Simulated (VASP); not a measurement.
Crystal: InAs.

```
In As
1.0
     4.06912    0.00000    0.00000
     2.03456    3.52396    0.00000
     2.03456    1.17465    3.32242
In As
1 1
Direct
  0.50000 0.50000 0.50000
  0.00000 0.00000 0.00000
```

Base run:

| Item | Value |
| --- | --- |
| Program | VASP 6.6.1 |
| Functional | PBEsol |
| Potentials or basis | VASP PAW PBE potentials, release 64 (In_d, As) |
| Cutoff | 500 eV |
| k mesh | 7 × 7 × 7 |
| Occupations | fermi-dirac, width 0.05 eV |
| Spin | no spin polarisation |

Its results: band gap on the k mesh zero (band 9 reaches 6.09 eV, above the bottom of band 10 at 3.62 eV); pressure -3.3 GPa.

Question: After a change of settings the same cell gave: band gap on the k mesh zero (band 9 reaches 6.18 eV, above the bottom of band 10 at 3.69 eV); pressure 8.3 GPa. Which change was it?
A. k mesh from 7 × 7 × 7 to 8 × 8 × 8
B. k mesh from 7 × 7 × 7 to 2 × 2 × 2
C. k mesh from 7 × 7 × 7 to 3 × 3 × 3
D. k mesh from 7 × 7 × 7 to 5 × 5 × 5

Answer: B.

Caveats: some runs use coarse meshes; the PAW data sets were made with another functional, which shifts forces and pressure a little; spin-orbit coupling is left out, which moves the levels of the heavy elements.
